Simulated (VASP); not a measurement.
Pd, 5 atoms in the cell. The cell holds a slab with vacuum, 5 atoms: a = 2.717 Å, b = 3.842 Å, c = 21.433 Å, α = 90.00°, β = 90.00°, γ = 90.00°. 

```yaml
Program: VASP 6.6.1
Task: single point
Functional: LDA
Potentials_or_basis: VASP PAW LDA potentials, release 64 (Pd)
Cutoff: 520 eV
k_mesh: 13 × 10 × 1
Occupations: fermi-dirac, width 0.1 eV
Spin: no spin polarisation
Dipole_correction: yes
Further_INCAR_settings: ALGO = Normal; EDIFF = 1e-07; NBANDS = 33
```

Potentials or basis: VASP PAW LDA potentials, release 64 (Pd).

Run with:

```console
$ cat potpaw_LDA.64/Pd/POTCAR > POTCAR
$ mpirun -np 1 vasp_std > vasp.out
```

Hardware: 1 thread of Oxide Virtual Turin-like Processor, with other jobs on the host.

Question: Estimate the wall time of this run.

Answer: It took 12 min on 1 thread of Oxide Virtual Turin-like Processor (shared host), peak memory 0.35 GiB. Counts: scf iterations 27, k points 42.
